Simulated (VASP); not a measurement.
Here is a VASP 6.6.1 calculation.

Contents of INCAR:

```
PREC = Accurate
ENCUT = 520
EDIFF = 1E-7
ISMEAR = -1
SIGMA = 0.08
LREAL = F
LASPH = T
NELM = 150
ALGO = Normal
ISIF = 2
LWAVE = F
LCHARG = F
ISPIN = 2
MAGMOM = 4 0 0
LORBIT = 11
LMAXMIX = 4
GGA = PS
NBANDS = 24
```

File KPOINTS:

```
Automatic mesh
0
Gamma
  9 9 9
```

Contents of POSCAR:

```
MnCl2
1.0
    1.6818859114      0.9710372837      5.3142606026
   -1.6818859114      0.9710372837      5.3142606026
    0.0000000000     -1.9420745674      5.3142606026
Mn Cl
1 2
Direct
    0.0000000000      0.0000000000      0.0000000000
    0.2500000000      0.2500000000      0.2500000000
    0.7500000000      0.7500000000      0.7500000000
```

Potentials or basis: VASP PAW PBE potentials, release 64 (Mn_pv, Cl).

Run with:

```bash
$ cat potpaw_PBE.64/Mn_pv/POTCAR potpaw_PBE.64/Cl/POTCAR > POTCAR
$ mpirun -np 1 vasp_std > vasp.out
```

Q: What does it give for the largest force?

A: 1.302 eV/Å.

Q: Predict the pressure.

A: 17.8 GPa.

Forces in eV/Å, atoms in the order of the input:
```
Mn   0.000  0.000  0.000
Cl   0.000  0.000 -1.302
Cl   0.000  0.000  1.302
```

Caveat: the cell stands under pressure; the PAW data sets were made with another functional, which shifts forces and pressure a little; a cell with one magnetic atom can't hold antiferromagnetic order, which such compounds often take.
